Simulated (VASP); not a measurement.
# Ir (Pmma) in VASP: relaxation of cell and atoms with PBEsol

Aim: the relaxation of cell and atoms of Ir with PBEsol.

Everything below comes from runs of VASP 6.6.1. Logs are shortened: lines on timing, memory, paths and dates and some standing lists are left out, and cuts for length are marked.

**1. The cell of the first run**

It takes space group Pmma (No. 51, orthorhombic). The conventional cell has a = 12.238 Å, b = 2.233 Å, c = 7.193 Å, α = 90.00°, β = 90.00°, γ = 90.00°. Ir (site symmetry mm2) has 2 Ir at 2.23 Å within 3.0 Å.

**2. Relaxation of cell and atoms, PBEsol**

The input, INCAR:

```
PREC     = Accurate       # precision mode
ENCUT    = 600            # plane-wave cutoff, eV
EDIFF    = 1E-6           # SCF threshold, eV
ISMEAR   = -1             # smearing method
SIGMA    = 0.15           # smearing width, eV
LREAL    = F              # projectors in reciprocal space
LASPH    = T              # aspherical terms in the spheres
NELM     = 60             # most SCF steps
ALGO     = Normal         # electronic algorithm
ISIF     = 3              # what is computed and relaxed
LWAVE    = F              # write WAVECAR
LCHARG   = F              # write CHGCAR
GGA      = PS             # functional
IBRION   = 2              # ionic algorithm
NSW      = 80             # ionic steps
EDIFFG   = -0.01          # ionic threshold
```

The input, KPOINTS:

```
regular mesh
0
Gamma
  3 15 5
```

The input, POSCAR:

```
Ir
1.0
   12.2384552500      0.0000000000      0.0000000000
    0.0000000000      2.2334312600      0.0000000000
    0.0000000000      0.0000000000      7.1930008000
Ir
2
Direct
    0.2500000000      0.0000000000      0.1639884000
    0.7500000000      0.0000000000      0.8360116000
```

Potentials or basis: VASP PAW PBE potentials, release 64 (Ir).

On the command line:

```
cat potpaw_PBE.64/Ir/POTCAR > POTCAR
mpirun -np 1 vasp_std > vasp.out
```

OUTCAR:

```text
PREC = Accurate
   ENCUT = 600
   EDIFF = 1E-6
   ISMEAR = -1
   LREAL = F
   LASPH = T
   NELM = 60
   ISIF = 3
   GGA = PS
   IBRION = 2
   NSW = 80
   EDIFFG = -0.01

 ion  position               nearest neighbor table
   1  0.250  0.000  0.164-
   2  0.750  0.000  0.836-

  LATTYP: Found a simple orthorhombic cell.
 ALAT       =     2.2334312600
 B/A-ratio  =     3.2206054105
 C/A-ratio  =     5.4796650648

  Lattice vectors:

 A1 = (   0.0000000000,   2.2334312600,   0.0000000000)
 A2 = (   0.0000000000,   0.0000000000,   7.1930008000)
 A3 = (  12.2384552500,   0.0000000000,   0.0000000000)

Analysis of symmetry for initial positions (statically):
=====================================================================
 Subroutine PRICEL returns:
 Original cell was already a primitive cell.

 Routine SETGRP: Setting up the symmetry group for a
 simple orthorhombic supercell.

 Subroutine GETGRP returns: Found  8 space group operations
 (whereof  4 operations were pure point group operations)
 out of a pool of  8 trial point group operations.

The static configuration has the point symmetry C_2h.
 The point group associated with its full space group is D_2h.

Analysis of symmetry for dynamics (positions and initial velocities):
=====================================================================
 Subroutine PRICEL returns:
 Original cell was already a primitive cell.

 Routine SETGRP: Setting up the symmetry group for a
 simple orthorhombic supercell.

 Subroutine GETGRP returns: Found  8 space group operations
 (whereof  4 operations were pure point group operations)
 out of a pool of  8 trial point group operations.

The dynamic configuration has the point symmetry C_2h.
 The point group associated with its full space group is D_2h.

 Subroutine INISYM returns: Found  8 space group operations
 (whereof  4 operations are pure point group operations),
 and found     1 'primitive' translations

----------------------------------------------------------------------------------------

                                     Primitive cell

  volume of cell :     196.6117

  direct lattice vectors                    reciprocal lattice vectors
    12.238455250  0.000000000  0.000000000     0.081709659  0.000000000  0.000000000
     0.000000000  2.233431260  0.000000000     0.000000000  0.447741562  0.000000000
     0.000000000  0.000000000  7.193000800     0.000000000  0.000000000  0.139024036

  length of vectors
    12.238455250  2.233431260  7.193000800     0.081709659  0.447741562  0.139024036

  position of ions in fractional coordinates (direct lattice)
     0.250000000  0.000000000  0.163988400
     0.750000000  0.000000000  0.836011600

  ion indices of the primitive-cell ions
   primitive index   ion index
                 1           1
                 2           2

----------------------------------------------------------------------------------------

 KPOINTS: regular mesh

Automatic generation of k-mesh.
 Grid dimensions read from file:
 generate k-points for:    3   15    5

 Generating k-lattice:

  Cartesian coordinates                     Fractional coordinates (reciprocal lattice)
     0.027236553  0.000000000  0.000000000     0.333333333  0.000000000  0.000000000
     0.000000000  0.029849437  0.000000000     0.000000000  0.066666667  0.000000000
     0.000000000  0.000000000  0.027804807     0.000000000  0.000000000  0.200000000

  Length of vectors
     0.027236553  0.029849437  0.027804807

  Shift w.r.t. Gamma in fractional coordinates (k-lattice)
     0.000000000  0.000000000  0.000000000

 Subroutine IBZKPT returns following result:
 ===========================================

 Found     48 irreducible k-points:

 Following reciprocal coordinates:
            Coordinates               Weight
  0.000000  0.000000  0.000000      1.000000
  0.333333  0.000000  0.000000      2.000000
  0.000000  0.066667  0.000000      2.000000
  0.333333  0.066667  0.000000      4.000000
  0.000000  0.133333  0.000000      2.000000
  0.333333  0.133333  0.000000      4.000000
[... 16 lines left out ...]
  0.000000  0.200000  0.200000      4.000000
  0.333333  0.200000  0.200000      8.000000
 [... further k-points ...]
   k-points           NKPTS =     48   k-points in BZ     NKDIM =     48   number of bands    NBANDS=     13
   number of dos      NEDOS =    301   number of ions     NIONS =      2
   total plane-waves  NPLWV = 105840
   dimension x,y,z NGX =    98 NGY =   18 NGZ =   60
   dimension x,y,z NGXF=   196 NGYF=   36 NGZF=  120
   ions per type =               2
   NGX,Y,Z   is equivalent  to a cutoff of  13.31, 13.40, 13.87 a.u.
   NGXF,Y,Z  is equivalent  to a cutoff of  26.62, 26.80, 27.73 a.u.
 SYSTEM =  unknown system
   PREC   = accura    normal or accurate (medium, high low for compatibility)
   ISTART =      0    job   : 0-new  1-cont  2-samecut
   ICHARG =      2    charge: 1-file 2-atom 10-const
   ISPIN  =      1    spin polarized calculation?
   LNONCOLLINEAR =      F non collinear calculations
   LSORBIT =      F    spin-orbit coupling
   LASPH  =      T    aspherical Exc in radial PAW
   ENCUT  =  600.0 eV  44.10 Ry    6.64 a.u.  24.44  4.46 14.37*2*pi/ulx,y,z
   NELM   =     60;   NELMIN=  2; NELMDL= -5     # of ELM steps
   EDIFF  = 0.1E-05   stopping-criterion for ELM
   LREAL  =      F    real-space projection
   EDIFFG = -.1E-01   stopping-criterion for IOM
   NSW    =     80    number of steps for IOM
   IBRION =      2    ionic relax: 0-MD 1-quasi-New 2-CG
   NFREE  =      1    steps in history (QN), initial steepest desc. (CG)
   ISIF   =      3    stress and relaxation
   ISYM   =      2    0-nonsym 1-usesym 2-fastsym
   POTIM  = 0.5000    time-step for ionic-motion
   TEBEG  =    0.0;   TEEND  =   0.0 temperature during run
   PSTRESS=    0.0 pullay stress
   NELECT =      18.0000    total number of electrons
   NUPDOWN=      -1.0000    fix difference up-down
   EMIN   =  10.00;   EMAX   =-10.00  energy-range for DOS
   EFERMI =   0.00;   METHOD = LEGACY
   ISMEAR =    -1;   SIGMA  =   0.15  broadening in eV -4-tet -1-fermi 0-gaus
   EFERMI_NEDOS =   21; number of points for ismear=-14 and -15
   IALGO  =     38    algorithm
   IMIX   =      4    mixing-type and parameters
     AMIX     =   0.40;   BMIX     =  1.00
     AMIX_MAG =   1.60;   BMIX_MAG =  1.00
  volume/ion in A,a.u.               =      98.31       663.40
  Fermi-wavevector in a.u.,A,eV,Ry     =   0.737841  1.394317  7.407131  0.544409
  Thomas-Fermi vector in A             =   1.831619
   LORBIT       =      0    0 simple, 1 ext, 2 COOP (PROOUT), +10 PAW based schemes
   GGA     = PS    functional components
   LHFCALC =     F    Hartree Fock is set to
   AEXX    =    0.0000 exact exchange contribution
   IVDW    =     0    specifies the selected vdW correction
   LEPSILON=     F    determine dielectric tensor
   LRPA    =     F    only Hartree local field effects (RPA)
 conjugate gradient relaxation of ions
 non-spin polarized calculation
  energy-cutoff  :      600.00
  volume of cell :      196.61
 maximum number of plane-waves:      6614
 NGX is ok and might be reduce to    98
   NGX = 49   NGY =  9   NGZ = 29

--------------------------------------- Ionic step        1  -------------------------------------------

 number of electron      18.0000000 magnetization

 Free energy of the ion-electron system (eV)
  ---------------------------------------------------
  ext. energy  EPLUGINS =         0.00000000
  ---------------------------------------------------
  free energy    TOTEN  =       -11.02627665 eV

  energy without entropy =      -10.60847644  energy(sigma->0) =      -10.81737654

------------------------ aborting loop because EDIFF is reached ----------------------------------------

  FORCE on cell =-STRESS in cart. coord.  units (eV):
  Direction    XX          YY          ZZ          XY          YZ          ZX
  --------------------------------------------------------------------------------------
  -------------------------------------------------------------------------------------
  Total       -0.0180994      3.0225460     -0.0111198      0.0000000      0.0000000     -0.0000000
  in kB       -0.1474907     24.6305551     -0.0906144      0.0000000      0.0000000     -0.0000000
  external PRESSURE =       8.1308167 kB  Pullay stress =       0.0000000 kB
[... 93 lines left out ...]
  energy  without entropy=      -10.6150592117  energy(sigma->0) =      -10.82939500

--------------------------------------- Ionic step        4  -------------------------------------------

 number of electron      18.0000000 magnetization

 Free energy of the ion-electron system (eV)
  ---------------------------------------------------
  ext. energy  EPLUGINS =         0.00000000
  ---------------------------------------------------
  free energy    TOTEN  =       -11.04387074 eV

  energy without entropy =      -10.61608460  energy(sigma->0) =      -10.82997767

 E-fermi :  -3.6419     XC(G=0):  -4.1333

 val. band max:       -3.7536080830   @ k =   0.3333   0.4000   0.4000
 cond. band min:      -3.6112832336   @ k =   0.0000   0.1333   0.0000
 fundamental gap:      0.1423248494
 Fermi energy:        -3.6419141434

 k-point     1 :       0.0000    0.0000    0.0000
  band No.  band energies     occupation
      1     -11.1387      2.00000
      2     -11.1382      2.00000
      3      -5.8318      2.00000
      4      -5.7741      2.00000
      5      -5.2114      1.99994
      6      -5.2077      1.99994
      7      -5.2062      1.99994
      8      -5.2020      1.99994
      9      -1.4409      0.00000
     10      -1.4408      0.00000
     11      -1.4408      0.00000
     12      -1.4408      0.00000
     13      -0.9798      0.00000
[... 353 lines left out ...]
 k-point    24 :       0.3333    0.2000    0.2000
  band No.  band energies     occupation
      1      -7.7728      2.00000
      2      -7.7725      2.00000
      3      -4.9401      1.99965
      4      -4.9380      1.99965
      5      -4.9336      1.99964
      6      -4.9316      1.99963
      7      -4.8986      1.99954
      8      -4.8767      1.99947
      9      -4.7017      1.99829
     10      -4.7012      1.99829
     11      -4.6948      1.99821
     12      -4.6942      1.99820
     13       1.3316      0.00000

 [... further k-points ...]

------------------------ aborting loop because EDIFF is reached ----------------------------------------

  FORCE on cell =-STRESS in cart. coord.  units (eV):
  Direction    XX          YY          ZZ          XY          YZ          ZX
  --------------------------------------------------------------------------------------
  -------------------------------------------------------------------------------------
  Total       -0.0197540     -0.0148946     -0.0131659      0.0000000      0.0000000      0.0000000
  in kB       -0.1590885     -0.1199538     -0.1060316      0.0000000      0.0000000      0.0000000
  external PRESSURE =      -0.1283580 kB  Pullay stress =       0.0000000 kB
[... 17 lines left out ...]
  FREE ENERGIE OF THE ION-ELECTRON SYSTEM (eV)
  ---------------------------------------------------
  free  energy   TOTEN  =       -11.0438707362 eV

  energy  without entropy=      -10.6160845998  energy(sigma->0) =      -10.82997767

 reached required accuracy - stopping structural energy minimisation
```

Run time: 3.4 min. Hardware: 1 thread of Intel Xeon Platinum 8488C (Sapphire Rapids), shared host; peak memory 0.41 GiB.

What came out:

```yaml
Free_energy: -11.0439 eV
Relaxed_cell: a = 12.238 Å, b = 2.260 Å, c = 7.193 Å, α = 90.00°, β = 90.00°, γ = 90.00°
Space_group_after_relaxing_to_0.1_Å: Pmma (No. 51)
Energy_gained_by_relaxing: 8.8 meV/atom
Ionic_steps: 4
Pressure_after_relaxing: 0.0 GPa
Band_gap_on_the_k_mesh: zero (bands 9 and 10 overlap by 3.26 eV)
```

Step by step:
| step | energy change (eV) | largest force (eV/Å) | pressure (GPa) | volume (Å³) |
| --- | --- | --- | --- | --- |
| 1 | 0.0000 | 0.0008 | 0.81 | 196.61 |
| 2 | 0.3364 | 0.0009 | -2.82 | 210.80 |
| 3 | -0.0175 | 0.0008 | -0.08 | 199.14 |
| 4 | -0.0176 | 0.0007 | -0.01 | 198.94 |

Final structure:
```xyz
2
Lattice="12.2376 0.0000 0.0000 0.0000 2.2602 0.0000 0.0000 0.0000 7.1927" Properties=species:S:1:pos:R:3 pbc="T T T"
Ir    3.0594    0.0000    1.1795
Ir    9.1782    0.0000    6.0132
```

Caveat: the PAW data sets were made with another functional, which shifts forces and pressure a little; spin-orbit coupling is left out, which moves the levels of the heavy elements.

The gap in the log of VASP goes by the Fermi energy; the results here count the filled bands.